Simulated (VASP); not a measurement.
# C (Fd-3m) in VASP: settings compared, part 2 of 2

VASP 6.6.1. Earlier steps stand in the parts before.

### Step 5. Single point, r2SCAN (strain -3.0%)

Contents of POSCAR:

```
C
1.0
    0.0000000000      1.7267204183      1.7267204183
    1.7267204183      0.0000000000      1.7267204183
    1.7267204183      1.7267204183      0.0000000000
C
2
Direct
    0.0000000000      0.0000000000      0.0000000000
    0.2500000000      0.2500000000      0.2500000000
```

Contents of INCAR.step1:

```
PREC     = Accurate       # precision mode
ENCUT    = 520            # plane-wave cutoff, eV
ISMEAR   = 0              # smearing method
SIGMA    = 0.01           # smearing width, eV
LREAL    = F              # projectors in reciprocal space
LASPH    = T              # aspherical terms in the spheres
NELM     = 60             # most SCF steps
NBANDS   = 11             # bands
GGA      = PE             # functional
ALGO     = Normal         # electronic algorithm
EDIFF    = 1E-4           # SCF threshold, eV
LWAVE    = T              # write WAVECAR
LCHARG   = F              # write CHGCAR
```

Contents of INCAR.step2:

```
PREC     = Accurate       # precision mode
ENCUT    = 520            # plane-wave cutoff, eV
EDIFF    = 1E-7           # SCF threshold, eV
ISMEAR   = 0              # smearing method
SIGMA    = 0.01           # smearing width, eV
LREAL    = F              # projectors in reciprocal space
LASPH    = T              # aspherical terms in the spheres
NELM     = 60             # most SCF steps
ALGO     = Normal         # electronic algorithm
ISIF     = 2              # what is computed and relaxed
LWAVE    = F              # write WAVECAR
LCHARG   = F              # write CHGCAR
METAGGA  = R2SCAN         # meta-GGA
LMIXTAU  = T            
NBANDS   = 11             # bands
ISTART   = 1
```

Contents of KPOINTS:

```
regular mesh
0
Gamma
  12 12 12
```

Potentials or basis: VASP PAW PBE potentials, release 64 (C).

Command:

```
$ cat potpaw_PBE.64/C/POTCAR > POTCAR
$ cp INCAR.step1 INCAR
$ mpirun -np 1 vasp_std > vasp.out
$ cp INCAR.step2 INCAR
$ mpirun -np 1 vasp_std > vasp.out
```

OUTCAR:

```text
PREC = Accurate
   ENCUT = 520
   EDIFF = 1E-7
   ISMEAR = 0
   LREAL = F
   LASPH = T
   NELM = 60
   ISIF = 2
   METAGGA = R2SCAN
   ISTART = 1

 ion  position               nearest neighbor table
   1  0.000  0.000  0.000-   2 1.50   2 1.50   2 1.50   2 1.50
   2  0.250  0.250  0.250-   1 1.50   1 1.50   1 1.50   1 1.50

  LATTYP: Found a face centered cubic cell.
 ALAT       =     3.4534408366

  Lattice vectors:

[... 521 lines left out ...]
     11      39.2074      0.00000

 [... further k-points ...]

------------------------ aborting loop because EDIFF is reached ----------------------------------------

  FORCE on cell =-STRESS in cart. coord.  units (eV):
  Direction    XX          YY          ZZ          XY          YZ          ZX
  --------------------------------------------------------------------------------------
  -------------------------------------------------------------------------------------
  Total        3.2248128      3.2248128      3.2248128     -0.0000000      0.0000000      0.0000000
  in kB      501.7865497    501.7865497    501.7865497     -0.0000000      0.0000000      0.0000000
  external PRESSURE =     501.7865497 kB  Pullay stress =       0.0000000 kB

 VOLUME and BASIS-vectors are now :
 -----------------------------------------------------------------------------
  energy-cutoff  :      520.00
  volume of cell :       10.30
      direct lattice vectors                 reciprocal lattice vectors
     0.000000000  1.726720418  1.726720418    -0.289566275  0.289566275  0.289566275
     1.726720418  0.000000000  1.726720418     0.289566275 -0.289566275  0.289566275
     1.726720418  1.726720418  0.000000000     0.289566275  0.289566275 -0.289566275

 POSITION                                       TOTAL-FORCE (eV/Angst)
 -----------------------------------------------------------------------------------
      0.00000      0.00000      0.00000         0.000000      0.000000      0.000000
      0.86336      0.86336      0.86336        -0.000000     -0.000000     -0.000000
 -----------------------------------------------------------------------------------
    total drift:                               -0.000000     -0.000000     -0.000000

  FREE ENERGIE OF THE ION-ELECTRON SYSTEM (eV)
  ---------------------------------------------------
  free  energy   TOTEN  =       -19.5076087610 eV

  energy  without entropy=      -19.5076087610  energy(sigma->0) =      -19.50760876
```

OUTCAR.step1:

```text
PREC = Accurate
   ENCUT = 520
   ISMEAR = 0
   LREAL = F
   LASPH = T
[... 558 lines left out ...]
 -----------------------------------------------------------------------------------
      0.00000      0.00000      0.00000         0.000000      0.000000      0.000000
      0.86336      0.86336      0.86336        -0.000000     -0.000000     -0.000000
 -----------------------------------------------------------------------------------
    total drift:                               -0.000000     -0.000000     -0.000000

  FREE ENERGIE OF THE ION-ELECTRON SYSTEM (eV)
  ---------------------------------------------------
  free  energy   TOTEN  =       -18.0123140715 eV

  energy  without entropy=      -18.0123140715  energy(sigma->0) =      -18.01231407
```

Wall time 42 s (1 thread of AMD EPYC 7R43 (Zen 3), shared host); peak memory 0.08 GiB.

What came out:

- Free energy: -19.5076 eV
- Pressure: 50.2 GPa
- Band gap on the k mesh: 4.58 eV, indirect (least direct gap 6.10 eV)

Caveat: the cell differs from its parent crystal (strain -3.0%); the PAW data sets were made with another functional, which shifts forces and pressure a little. A k mesh can miss the band edges.

### Step 6. Single point, r2SCAN (strain -2.0%)

Contents of POSCAR:

```
C
1.0
    0.0000000000      1.7445216597      1.7445216597
    1.7445216597      0.0000000000      1.7445216597
    1.7445216597      1.7445216597      0.0000000000
C
2
Direct
    0.0000000000      0.0000000000      0.0000000000
    0.2500000000      0.2500000000      0.2500000000
```

Contents of INCAR.step1:

```
SYSTEM = C
PREC = Accurate ; ENCUT = 520
ISMEAR = 0 ; SIGMA = 0.01
LREAL = .False. ; LASPH = .True.
NELM = 60 ; NBANDS = 11
GGA = PE ; ALGO = Normal
EDIFF = 1E-4 ; LWAVE = .True.
LCHARG = .False.
```

Contents of INCAR.step2:

```
SYSTEM = C
PREC = Accurate ; ENCUT = 520
EDIFF = 1E-7 ; ISMEAR = 0
SIGMA = 0.01 ; LREAL = .False.
LASPH = .True. ; NELM = 60
ALGO = Normal ; ISIF = 2
LWAVE = .False. ; LCHARG = .False.
METAGGA = R2SCAN ; LMIXTAU = .True.
NBANDS = 11 ; ISTART = 1
```

Contents of KPOINTS:

```
Automatic mesh
0
Gamma
  12 12 12
  0 0 0
```

Potentials or basis: VASP PAW PBE potentials, release 64 (C).

Command:

```
$ cat potpaw_PBE.64/C/POTCAR > POTCAR
$ cp INCAR.step1 INCAR
$ mpirun -np 1 vasp_std > vasp.out
$ cp INCAR.step2 INCAR
$ mpirun -np 1 vasp_std > vasp.out
```

OUTCAR:

```text
SYSTEM = C
   PREC = Accurate
   ENCUT = 520
   EDIFF = 1E-7
   ISMEAR = 0
   LREAL = .False.
   LASPH = .True.
   NELM = 60
   ISIF = 2
   METAGGA = R2SCAN
   ISTART = 1

 ion  position               nearest neighbor table
   1  0.000  0.000  0.000-   2 1.51   2 1.51   2 1.51   2 1.51
   2  0.250  0.250  0.250-   1 1.51   1 1.51   1 1.51   1 1.51

  LATTYP: Found a face centered cubic cell.
 ALAT       =     3.4890433194
[... 524 lines left out ...]
     11      38.0611      0.00000

 [... further k-points ...]

------------------------ aborting loop because EDIFF is reached ----------------------------------------

  FORCE on cell =-STRESS in cart. coord.  units (eV):
  Direction    XX          YY          ZZ          XY          YZ          ZX
  --------------------------------------------------------------------------------------
  -------------------------------------------------------------------------------------
  Total        2.1147920      2.1147920      2.1147920     -0.0000000      0.0000000      0.0000000
  in kB      319.0943791    319.0943791    319.0943791     -0.0000000      0.0000000      0.0000000
  external PRESSURE =     319.0943791 kB  Pullay stress =       0.0000000 kB

 VOLUME and BASIS-vectors are now :
 -----------------------------------------------------------------------------
  energy-cutoff  :      520.00
  volume of cell :       10.62
      direct lattice vectors                 reciprocal lattice vectors
     0.000000000  1.744521660  1.744521660    -0.286611517  0.286611517  0.286611517
     1.744521660  0.000000000  1.744521660     0.286611517 -0.286611517  0.286611517
     1.744521660  1.744521660  0.000000000     0.286611517  0.286611517 -0.286611517

 POSITION                                       TOTAL-FORCE (eV/Angst)
 -----------------------------------------------------------------------------------
      0.00000      0.00000      0.00000         0.000000      0.000000      0.000000
      0.87226      0.87226      0.87226        -0.000000     -0.000000     -0.000000
 -----------------------------------------------------------------------------------
    total drift:                                0.000000      0.000000     -0.000000

  FREE ENERGIE OF THE ION-ELECTRON SYSTEM (eV)
  ---------------------------------------------------
  free  energy   TOTEN  =       -19.5903298121 eV

  energy  without entropy=      -19.5903298121  energy(sigma->0) =      -19.59032981
```

OUTCAR.step1:

```text
SYSTEM = C
   PREC = Accurate
   ENCUT = 520
   ISMEAR = 0
   LREAL = .False.
[... 560 lines left out ...]
      0.00000      0.00000      0.00000         0.000000      0.000000      0.000000
      0.87226      0.87226      0.87226        -0.000000     -0.000000     -0.000000
 -----------------------------------------------------------------------------------
    total drift:                               -0.000000     -0.000000     -0.000000

  FREE ENERGIE OF THE ION-ELECTRON SYSTEM (eV)
  ---------------------------------------------------
  free  energy   TOTEN  =       -18.1019463432 eV

  energy  without entropy=      -18.1019463432  energy(sigma->0) =      -18.10194634
```

Run time: 42 s. Hardware: 1 thread of AMD EPYC 7R43 (Zen 3), shared host; peak memory 0.08 GiB.

Results:

| Quantity | Value |
| --- | --- |
| Free energy | -19.5903 eV |
| Pressure | 31.9 GPa |
| Band gap on the k mesh | 4.50 eV, indirect (least direct gap 6.02 eV) |

Caveat: the cell differs from its parent crystal (strain -2.0%); the PAW data sets were made with another functional, which shifts forces and pressure a little. A k mesh can miss the band edges.

### Step 7. The runs side by side

```tsv
level	cell	smearing	gap on the mesh (eV)	pressure (GPa)
PBE	a = 2.593 Å, angles 60.0°, 2 atoms	fermi-dirac 0.02 eV	3.97	-29.2
PBE	a = 2.618 Å, angles 60.0°, 2 atoms	fermi-dirac 0.02 eV	3.90	-37.9
r2SCAN	a = 2.417 Å, angles 60.0°, 2 atoms	gaussian 0.01 eV	4.65	70.6
r2SCAN	a = 2.442 Å, angles 60.0°, 2 atoms	gaussian 0.01 eV	4.58	50.2
r2SCAN	a = 2.467 Å, angles 60.0°, 2 atoms	gaussian 0.01 eV	4.50	31.9
```

Alike in all rows: task single point; potentials or basis VASP PAW PBE potentials, release 64 (C); no spin polarisation; k mesh 12 × 12 × 12; cutoff (eV) 520.

Caveats: the PAW data sets were made with another functional, which shifts forces and pressure a little (some runs).

Total energies depend on the potentials used, so only differences within one code and one set of settings carry meaning.
